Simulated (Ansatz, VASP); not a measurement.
## Two plane-wave programs on HfTa

File INCAR:

```
SYSTEM = HfTa
PREC = Accurate
ENCUT = 520
EDIFF = 1E-7
ISMEAR = -1
SIGMA = 0.05
LREAL = .FALSE.
LASPH = .TRUE.
NELM = 100
ALGO = Fast
ISIF = 2
LWAVE = .FALSE.
LCHARG = .FALSE.
GGA = PE
NBANDS = 18
```

KPOINTS

```
regular mesh
0
G
  8 8 5
  0 0 0
```

Contents of POSCAR:

```
HfTa
1.0
    1.7127470000     -2.3996010000      0.0000000000
    1.7127470000      2.3996010000      0.0000000000
    0.0000000000      0.0000000000      4.8960305500
Ta Hf
1 1
Direct
    0.5000000000      0.5000000000      0.5000000000
    0.0000000000      0.0000000000      0.0000000000
```

input.yaml

```yaml
crystal:
  lattice:
    - [1.712747, -2.399601, 0.0]
    - [1.712747, 2.399601, 0.0]
    - [0.0, 0.0, 4.89603055]
  atoms:
    - { symbol: Ta, position: [0.5, 0.5, 0.5] }
    - { symbol: Hf, position: [0.0, 0.0, 0.0] }
hamiltonian:
  xc: pbe
  pseudopotentials: { kind: paw }
kpoints:
  mp_grid: { grid: [8, 8, 5] }
  band_path:
    path:
      - [[0.0, 0.0, 0.0], [0.377364493, 0.377364493, 0.0], [0.0, 0.5, 0.0], [0.0, 0.5, 0.5], [0.377364493, 0.377364493, 0.5], [0.0, 0.0, 0.5], [0.0, 0.0, 0.0], [-0.5, 0.5, 0.0], [-0.377364493, 0.622635507, 0.0], [-0.377364493, 0.622635507, 0.5], [-0.5, 0.5, 0.5], [-0.5, 0.5, 0.0]]
      - [[0.0, 0.0, 0.5], [-0.5, 0.5, 0.5]]
    npoints: 14
scf:
  occupations: { method: fermi_dirac, width: 0.05 }
  n_extra_bands: 6
output:
  forces: true
  stress: true
  eigenvalues: true
  fatbands: true
```

Alike in both runs: functional PBE; k mesh 8 × 8 × 5; occupations fermi-dirac, width 0.05 eV; no spin polarisation.

|  | VASP | Ansatz |
| --- | --- | --- |
| version | VASP 6.6.1 | Ansatz 0.2.0 |
| potentials or method | VASP PAW PBE potentials, release 64 (Ta_pv, Hf_pv) | Ansatz PAW |
| plane-wave cutoff (eV) | 520 | 420 |
| valence electrons in the cell | 21 | 39 |
| task | single point | band structure |

```tsv
	VASP	Ansatz	Ansatz less VASP
gap on the k mesh at the Fermi level (eV)	none	none	-
pressure (GPa)	-1.3	-1.0	+0.26
traceless stress, the component that is largest in VASP (GPa)	-0.57	-0.52	+0.051
```

A gap of «none» marks a metal or a gap that the smearing closes. The functional is the same, so the differences come from potentials, cutoffs and numerics. VASP's potentials hold 21 valence electrons a cell and Ansatz's 39, so a difference there can come from the potentials and not from the codes.

Neither program's run includes spin-orbit coupling.
